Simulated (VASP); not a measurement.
**SiC: single point with r2SCAN**

SiC:

```
Si C
1.0
    -3.07600    0.00000    0.00000
    -1.53800   -2.66389    0.00000
     0.00000    0.00000   12.09600
Si C
4 4
Direct
  0.33333 0.33333 0.54566
  0.33333 0.33333 0.12833
  0.66667 0.66667 0.75432
  0.66667 0.66667 0.33699
  0.33333 0.33333 0.70633
  0.33333 0.33333 0.28900
  0.66667 0.66667 0.08034
  0.66667 0.66667 0.49766
```

```
Program             : VASP 6.6.1
Task                : single point
Functional          : r2SCAN
Potentials or basis : VASP PAW PBE potentials, release 64 (Si, C)
Cutoff              : 520 eV
k mesh              : 8 × 8 × 3
Occupations         : gaussian, width 0.05 eV
Spin                : no spin polarisation
```

The pressure is -1.8 GPa. The largest force is 2.544 eV/Å and the band gap on the k mesh is 0.13 eV, indirect (least direct gap 0.38 eV).

Forces on the atoms (eV/Å):
```
Si   0.000  0.000 -0.076
Si   0.000  0.000 -2.544
Si   0.000  0.000  0.572
Si   0.000  0.000 -0.172
C    0.000  0.000  0.466
C    0.000  0.000  0.334
C    0.000  0.000  1.486
C    0.000  0.000 -0.066
```

Stress tensor (GPa, compression positive):
```
 1.39  0.00  0.00
 0.00  1.39  0.00
 0.00  0.00 -8.06
```

Levels at points of the mesh, in eV from the valence-band top:
```tsv
k point	band 12	band 13	band 14	band 15	band 16	band 17	band 18	band 19	band 20	band 21
(0.00, 0.00, 0.00)	-1.52	-1.52	-0.46	-0.01	-0.01	0.50	4.25	5.26	5.88	5.88
(0.50, 0.00, 0.00)	-3.96	-3.37	-3.13	-1.61	-0.53	0.13	2.08	2.88	3.53	4.02
```

It took 2.4 min on 1 thread of Intel(R) Xeon(R) 6975P-C (Granite Rapids), with other jobs on the host, peak memory 0.25 GiB.

Caveat: the PAW data sets were made with another functional, which shifts forces and pressure a little. A k mesh can miss the band edges.
